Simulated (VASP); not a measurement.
A run of VASP 6.6.1 is set up as follows.

INCAR

```
PREC     = Accurate       # precision mode
ENCUT    = 520            # plane-wave cutoff, eV
EDIFF    = 1E-6           # SCF threshold, eV
ISMEAR   = 0              # smearing method
SIGMA    = 0.1            # smearing width, eV
LREAL    = False          # projectors in reciprocal space
LASPH    = True           # aspherical terms in the spheres
NELM     = 100            # most SCF steps
ALGO     = Normal         # electronic algorithm
ISIF     = 2              # what is computed and relaxed
LWAVE    = False          # write WAVECAR
LCHARG   = False          # write CHGCAR
GGA      = PE             # functional
NBANDS   = 57             # bands
```

KPOINTS

```
regular mesh
0
Gamma
  6 6 4
```

Contents of POSCAR:

```
AgSnF3
1.0
    5.5247275120     -0.0000000028      0.0000000000
   -2.7623637536      4.7845543757      0.0000000000
    0.0000000000      0.0000000000      7.0376326963
Ag Sn F
2 2 6
Direct
    0.3333333333      0.6666666667      0.7500000000
    0.6666666667      0.3333333333      0.2500000000
    0.0000000000      0.0000000000      0.0000000000
    0.0000000000      0.0000000000      0.5000000000
    0.8335913729      0.6671827458      0.7500000000
    0.3328172542      0.1664086271      0.7500000000
    0.8335913729      0.1664086271      0.7500000000
    0.1664086271      0.3328172542      0.2500000000
    0.6671827458      0.8335913729      0.2500000000
    0.1664086271      0.8335913729      0.2500000000
```

Potentials or basis: VASP PAW PBE potentials, release 64 (Ag, Sn_d, F).

Run with:

```sh
$ cat potpaw_PBE.64/Ag/POTCAR potpaw_PBE.64/Sn_d/POTCAR potpaw_PBE.64/F/POTCAR > POTCAR
$ mpirun -np 1 vasp_std > vasp.out
```

Task: What does it give for the largest force?

Result: 0.013 eV/Å.

Task: What does it give for the band gap on the k mesh?

Result: 0.82 eV (least direct gap 0.84 eV).

Task: Estimate the pressure.

Result: 0.0 GPa.

Stress tensor (GPa, compression positive):
```
-0.11  0.00  0.00
 0.00 -0.11  0.00
 0.00  0.00  0.09
```

Caveat: spin-orbit coupling is left out, which moves the levels of the heavy elements. A k mesh can miss the band edges.
